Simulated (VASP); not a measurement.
**Tl: single point with PBE**

Crystal: Tl.

```xyz
2
Lattice="3.5903 0.0000 0.0000 -1.7951 3.1093 0.0000 0.0000 0.0000 5.6419" Properties=species:S:1:pos:R:3 pbc="T T T"
Tl    0.0000    2.0729    1.4105
Tl    1.7951    1.0364    4.2315
```

```
Program             : VASP 6.6.1
Task                : single point
Functional          : PBE
Potentials or basis : VASP PAW PBE potentials, release 64 (Tl_d)
Cutoff              : 520 eV
k mesh              : 10 × 10 × 6
Occupations         : fermi-dirac, width 0.6 eV
Spin                : no spin polarisation
```

| Quantity | Value |
| --- | --- |
| Pressure | 1.4 GPa |
| Band gap on the k mesh | zero (bands 13 and 14 overlap by 5.27 eV) |

Stress tensor (GPa, compression positive):
```
1.24 0.00 0.00
0.00 1.24 0.00
0.00 0.00 1.82
```

Levels at points of the mesh, in eV from the Fermi level:
```csv
k point,band 11,band 12,band 13,band 14,band 15,band 16
"(0.00, 0.00, 0.00)",-9.46,-5.04,-2.45,7.12,7.12,9.05
"(0.50, 0.00, 0.00)",-5.80,-4.67,-0.75,0.60,1.30,3.53
"(0.00, 0.00, 0.50)",-8.14,-8.14,3.22,3.22,8.05,8.05
"(0.50, 0.00, 0.50)",-4.86,-4.86,-2.00,-2.00,5.08,5.08
```

Wall time 38 s on 1 thread of Intel(R) Xeon(R) Platinum 8259CL CPU @ 2.50GHz (Skylake/Cascade Lake), with other jobs on the host, peak memory 0.2 GiB.

Caveat: so wide a smearing shifts energies and pressures; spin-orbit coupling is left out, which moves the levels of the heavy elements.
